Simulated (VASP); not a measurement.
# KZnF3 (Cmmm) in VASP: further runs

The runs below take KZnF3 through single point, with r2SCAN.

All numbers are computed with VASP 6.6.1; they aren't measurements. Logs are shortened: lines on timing, memory, paths and dates and some standing lists are left out, and cuts for length are marked.

**1. The cell of the first run**

The structure is orthorhombic, space group Cmmm (No. 65). The conventional cell has a = 5.706 Å, b = 5.749 Å, c = 4.050 Å, α = 90.00°, β = 90.00°, γ = 90.00°. Within 3.8 Å of K (site symmetry mmm) lie 12 F at 2.85 to 2.87 Å and 8 Zn at 3.50 to 3.52 Å. Within 2.7 Å of Zn (site symmetry mmm) lie 6 F at 2.02 to 2.03 Å. F (site symmetry 2/m) has 2 Zn at 2.03 Å within 2.7 Å. F (site symmetry mmm) has 2 Zn at 2.02 Å within 2.7 Å.

**2. Single point, r2SCAN (strain +0.0075 x Voigt [0, 0, 0, 1, 0, 0])**

Contents of POSCAR:

```
KZnF3
1.0
    4.0500000000      0.0000000000      0.0000000000
    0.0000000000      4.0500000000      0.0151875000
    0.0000000000      0.0151875000      4.0500000000
K Zn F
1 1 3
Direct
    0.0000000000      0.0000000000      0.0000000000
    0.5000000000      0.5000000000      0.5000000000
    0.5000000000      0.5000000000      0.0000000000
    0.0000000000      0.5000000000      0.5000000000
    0.5000000000      0.0000000000      0.5000000000
```

Contents of INCAR.step1:

```
SYSTEM = KZnF3
PREC     = Accurate       ! precision mode
ENCUT    = 520            ! plane-wave cutoff, eV
ISMEAR   = 0              ! smearing method
SIGMA    = 0.05           ! smearing width, eV
LREAL    = .False.        ! projectors in reciprocal space
LASPH    = .True.         ! aspherical terms in the spheres
NELM     = 80             ! most SCF steps
NBANDS   = 29             ! bands
GGA      = PE             ! functional
ALGO     = Normal         ! electronic algorithm
EDIFF    = 1E-4           ! SCF threshold, eV
LWAVE    = .True.         ! write WAVECAR
LCHARG   = .False.        ! write CHGCAR
```

Contents of INCAR.step2:

```
SYSTEM = KZnF3
PREC     = Accurate       ! precision mode
ENCUT    = 520            ! plane-wave cutoff, eV
EDIFF    = 1E-6           ! SCF threshold, eV
ISMEAR   = 0              ! smearing method
SIGMA    = 0.05           ! smearing width, eV
LREAL    = .False.        ! projectors in reciprocal space
LASPH    = .True.         ! aspherical terms in the spheres
NELM     = 80             ! most SCF steps
ALGO     = Normal         ! electronic algorithm
ISIF     = 2              ! what is computed and relaxed
LWAVE    = .False.        ! write WAVECAR
LCHARG   = .True.         ! write CHGCAR
METAGGA  = R2SCAN         ! meta-GGA
LMIXTAU  = .True.       
LELF     = .True.         ! ELF
LVHAR    = .True.       
NBANDS   = 29             ! bands
ISTART   = 1
```

Contents of KPOINTS:

```
regular mesh
0
Gamma
  6 6 6
  0 0 0
```

Potentials or basis: VASP PAW PBE potentials, release 64 (K_sv, Zn, F).

The run is started by

```
$ cat potpaw_PBE.64/K_sv/POTCAR potpaw_PBE.64/Zn/POTCAR potpaw_PBE.64/F/POTCAR > POTCAR
$ cp INCAR.step1 INCAR
$ mpirun -np 1 vasp_std > vasp.out
$ cp INCAR.step2 INCAR
$ mpirun -np 1 vasp_std > vasp.out
```

OUTCAR:

```text
SYSTEM = KZnF3
   PREC = Accurate
   ENCUT = 520
   EDIFF = 1E-6
   ISMEAR = 0
   LREAL = .False.
   LASPH = .True.
   NELM = 80
   ISIF = 2
   METAGGA = R2SCAN
   ISTART = 1

 ion  position               nearest neighbor table
   1  0.000  0.000  0.000-   4 2.85   4 2.85
   2  0.500  0.500  0.500-   4 2.02   4 2.02   5 2.03   3 2.03   5 2.03   3 2.03
   3  0.500  0.500  0.000-   2 2.03   2 2.03
   4  0.000  0.500  0.500-   2 2.02   2 2.02   1 2.85   1 2.85
   5  0.500  0.000  0.500-   2 2.03   2 2.03

  LATTYP: Found a base centered orthorhombic cell.
 ALAT       =     5.7060865591
 B/A-ratio  =     1.0075282309
 C/A-ratio  =     0.7097684127

  Lattice vectors:

 A1 = (   0.0000000000,  -0.0151875000,  -4.0500000000)
 A2 = (   0.0000000000,   4.0500000000,   0.0151875000)
 A3 = (   4.0500000000,   0.0000000000,   0.0000000000)

Analysis of symmetry for initial positions (statically):
=====================================================================
 Subroutine PRICEL returns:
 Original cell was already a primitive cell.

 Routine SETGRP: Setting up the symmetry group for a
 base centered orthorhombic supercell.

 Subroutine GETGRP returns: Found  8 space group operations
 (whereof  8 operations were pure point group operations)
 out of a pool of  8 trial point group operations.

The static configuration has the point symmetry D_2h.

Analysis of symmetry for dynamics (positions and initial velocities):
=====================================================================
 Subroutine PRICEL returns:
 Original cell was already a primitive cell.

 Routine SETGRP: Setting up the symmetry group for a
 base centered orthorhombic supercell.

 Subroutine GETGRP returns: Found  8 space group operations
 (whereof  8 operations were pure point group operations)
 out of a pool of  8 trial point group operations.

The dynamic configuration has the point symmetry D_2h.

 Subroutine INISYM returns: Found  8 space group operations
 (whereof  8 operations are pure point group operations),
 and found     1 'primitive' translations

----------------------------------------------------------------------------------------

[... 89 lines left out ...]
   PREC   = accura    normal or accurate (medium, high low for compatibility)
   ISTART =      1    job   : 0-new  1-cont  2-samecut
   ICHARG =      0    charge: 1-file 2-atom 10-const
   ISPIN  =      1    spin polarized calculation?
   LNONCOLLINEAR =      F non collinear calculations
   LSORBIT =      F    spin-orbit coupling
   LASPH  =      T    aspherical Exc in radial PAW
   ENCUT  =  520.0 eV  38.22 Ry    6.18 a.u.   7.53  7.53  7.53*2*pi/ulx,y,z
   NELM   =     80;   NELMIN=  2; NELMDL=  0     # of ELM steps
   EDIFF  = 0.1E-05   stopping-criterion for ELM
   LREAL  =      F    real-space projection
   EDIFFG = 0.1E-04   stopping-criterion for IOM
   NSW    =      0    number of steps for IOM
   IBRION =     -1    ionic relax: 0-MD 1-quasi-New 2-CG
   NFREE  =      0    steps in history (QN), initial steepest desc. (CG)
   ISIF   =      2    stress and relaxation
   ISYM   =      2    0-nonsym 1-usesym 2-fastsym
   POTIM  = 0.5000    time-step for ionic-motion
   TEBEG  =    0.0;   TEEND  =   0.0 temperature during run
   PSTRESS=    0.0 pullay stress
   NELECT =      42.0000    total number of electrons
   NUPDOWN=      -1.0000    fix difference up-down
   EMIN   =  10.00;   EMAX   =-10.00  energy-range for DOS
   EFERMI =   0.00;   METHOD = LEGACY
   ISMEAR =     0;   SIGMA  =   0.05  broadening in eV -4-tet -1-fermi 0-gaus
   EFERMI_NEDOS =   21; number of points for ismear=-14 and -15
   IALGO  =     38    algorithm
   IMIX   =      4    mixing-type and parameters
     AMIX     =   0.40;   BMIX     =  1.00
     AMIX_MAG =   1.60;   BMIX_MAG =  1.00
  volume/ion in A,a.u.               =      13.29        89.66
  Fermi-wavevector in a.u.,A,eV,Ry     =   1.405093  2.655240 26.861780  1.974285
  Thomas-Fermi vector in A             =   2.527588
   LORBIT       =      0    0 simple, 1 ext, 2 COOP (PROOUT), +10 PAW based schemes
   METAGGA = R2SCAN    functional components
   LHFCALC =     F    Hartree Fock is set to
   AEXX    =    0.0000 exact exchange contribution
   IVDW    =     0    specifies the selected vdW correction
   LEPSILON=     F    determine dielectric tensor
   LRPA    =     F    only Hartree local field effects (RPA)
 non-spin polarized calculation
 Gauss-broadening in eV      SIGMA  =   0.05
  energy-cutoff  :      520.00
  volume of cell :       66.43
 maximum number of plane-waves:      1807
   NGX = 15   NGY = 15   NGZ = 15

 number of electron      41.9999978 magnetization

 Free energy of the ion-electron system (eV)
  ---------------------------------------------------
  ext. energy  EPLUGINS =         0.00000000
  ---------------------------------------------------
  free energy    TOTEN  =       -38.35585895 eV

  energy without entropy =      -38.35585895  energy(sigma->0) =      -38.35585895

 E-fermi :  -0.8934     XC(G=0): -10.4731

 val. band max:       -1.2379648571   @ k =   0.5000   0.5000   0.5000
 cond. band min:       3.3405488057   @ k =   0.0000   0.0000   0.0000
 fundamental gap:      4.5785136628
 Fermi energy:        -0.8934094629

 k-point     1 :       0.0000    0.0000    0.0000
  band No.  band energies     occupation
      1     -29.4184      2.00000
      2     -24.0836      2.00000
      3     -23.4866      2.00000
      4     -23.4863      2.00000
      5     -12.1422      2.00000
      6     -12.1394      2.00000
[... 757 lines left out ...]
     28      11.6068      0.00000
     29      12.2052      0.00000

 [... further k-points ...]
[... 5 lines left out ...]
  --------------------------------------------------------------------------------------
  -------------------------------------------------------------------------------------
  Total        0.0141916      0.0165534      0.0165534      0.0000000     -0.1174868      0.0000000
  in kB        0.3422806      0.3992454      0.3992454      0.0000000     -2.8336136      0.0000000
  external PRESSURE =       0.3802571 kB  Pullay stress =       0.0000000 kB

 VOLUME and BASIS-vectors are now :
 -----------------------------------------------------------------------------
  energy-cutoff  :      520.00
  volume of cell :       66.43
      direct lattice vectors                 reciprocal lattice vectors
     4.050000000  0.000000000  0.000000000     0.246913580  0.000000000  0.000000000
     0.000000000  4.050000000  0.015187500     0.000000000  0.246917053 -0.000925939
     0.000000000  0.015187500  4.050000000     0.000000000 -0.000925939  0.246917053

 POSITION                                       TOTAL-FORCE (eV/Angst)
 -----------------------------------------------------------------------------------
      0.00000      0.00000      0.00000         0.000000      0.000000      0.000000
      2.02500      2.03259      2.03259         0.000000     -0.000000      0.000000
      2.02500      2.02500      0.00759         0.000000      0.000000      0.000000
      0.00000      2.03259      2.03259         0.000000      0.000000      0.000000
      2.02500      0.00759      2.02500         0.000000     -0.000000      0.000000
 -----------------------------------------------------------------------------------
    total drift:                                0.000000      0.000000     -0.000000

  FREE ENERGIE OF THE ION-ELECTRON SYSTEM (eV)
  ---------------------------------------------------
  free  energy   TOTEN  =       -38.3558589519 eV

  energy  without entropy=      -38.3558589519  energy(sigma->0) =      -38.35585895
```

Run time: 9 min. Hardware: 1 thread of Oxide Virtual Turin-like, shared host; peak memory 0.2 GiB.

What came out:

- Free energy: -38.3559 eV
- Pressure: 0.0 GPa
- Band gap on the k mesh: 4.58 eV (least direct gap 6.55 eV)

Levels at points of the mesh, in eV from the valence-band top:
```csv
k point,band 18,band 19,band 20,band 21,band 22,band 23,band 24,band 25
"(0.00, 0.00, 0.00)",-2.20,-1.99,-1.98,-1.97,4.58,9.29,9.29,10.27
"(0.50, 0.00, 0.00)",-2.13,-1.79,-1.79,-1.51,7.35,9.02,10.27,11.84
"(0.00, 0.50, 0.00)",-2.16,-1.79,-1.79,-1.51,7.35,9.02,10.27,11.88
"(0.50, 0.50, 0.00)",-1.87,-1.87,-1.65,0.00,8.84,10.82,11.00,11.00
"(0.00, 0.50, 0.50)",-1.87,-1.87,-1.65,0.00,8.84,10.82,11.00,11.01
"(0.50, 0.50, 0.50)",-1.63,-1.63,0.00,0.00,9.17,9.20,9.23,11.17
```

Caveat: the cell differs from its parent crystal (strain +0.0075 x Voigt [0, 0, 0, 1, 0, 0]); the PAW data sets were made with another functional, which shifts forces and pressure a little.

**3. Single point, r2SCAN (strain +0.0025 x Voigt [0, 0, 0, 1, 0, 0])**

POSCAR: that of step 2 with these lines changed.

```diff
@@ -3,4 +3,4 @@
     4.0500000000      0.0000000000      0.0000000000
-    0.0000000000      4.0500000000      0.0151875000
-    0.0000000000      0.0151875000      4.0500000000
+    0.0000000000      4.0500000000      0.0050625000
+    0.0000000000      0.0050625000      4.0500000000
 K Zn F
```

Contents of INCAR.step1:

```
SYSTEM = KZnF3
PREC = Accurate ; ENCUT = 520
ISMEAR = 0 ; SIGMA = 0.05
LREAL = .False. ; LASPH = .True.
NELM = 80 ; NBANDS = 29
GGA = PE ; ALGO = Normal
EDIFF = 1E-4 ; LWAVE = .True.
LCHARG = .False.
```

Contents of INCAR.step2:

```
SYSTEM = KZnF3
PREC = Accurate ; ENCUT = 520
EDIFF = 1E-6 ; ISMEAR = 0
SIGMA = 0.05 ; LREAL = .False.
LASPH = .True. ; NELM = 80
ALGO = Normal ; ISIF = 2
LWAVE = .False. ; LCHARG = .True.
METAGGA = R2SCAN ; LMIXTAU = .True.
LELF = .True. ; LVHAR = .True.
NBANDS = 29 ; ISTART = 1
```

Contents of KPOINTS:

```
Automatic mesh
0
Gamma
  6 6 6
  0 0 0
```

Potentials or basis: VASP PAW PBE potentials, release 64 (K_sv, Zn, F).

The run is started by

```
$ cat potpaw_PBE.64/K_sv/POTCAR potpaw_PBE.64/Zn/POTCAR potpaw_PBE.64/F/POTCAR > POTCAR
$ cp INCAR.step1 INCAR
$ mpirun -np 1 vasp_std > vasp.out
$ cp INCAR.step2 INCAR
$ mpirun -np 1 vasp_std > vasp.out
```

Run time: 9 min. Hardware: 1 thread of Oxide Virtual Turin-like, shared host; peak memory 0.2 GiB.

Results (log left out):

| Property | Result |
| --- | --- |
| Free energy | -38.3562 eV |
| Pressure | 0.0 GPa |
| Band gap on the k mesh | 4.58 eV (least direct gap 6.56 eV) |

Stress tensor (GPa, compression positive):
```
 0.03  0.00  0.00
 0.00  0.03 -0.09
 0.00 -0.09  0.03
```

Levels at points of the mesh, in eV from the valence-band top:
```csv
k point,band 19,band 20,band 21,band 22,band 23,band 24
"(0.00, 0.00, 0.00)",-1.99,-1.98,-1.98,4.58,9.29,9.29
"(0.50, 0.00, 0.00)",-1.79,-1.79,-1.51,7.35,9.02,10.27
"(0.00, 0.50, 0.00)",-1.79,-1.79,-1.51,7.35,9.02,10.27
"(0.50, 0.50, 0.00)",-1.87,-1.65,0.00,8.84,10.82,11.00
"(0.00, 0.50, 0.50)",-1.87,-1.65,0.00,8.84,10.82,11.00
"(0.50, 0.50, 0.50)",-1.63,0.00,0.00,9.19,9.20,9.21
```

Caveat: the cell differs from its parent crystal (strain +0.0025 x Voigt [0, 0, 0, 1, 0, 0]); the PAW data sets were made with another functional, which shifts forces and pressure a little. A k mesh can miss the band edges.
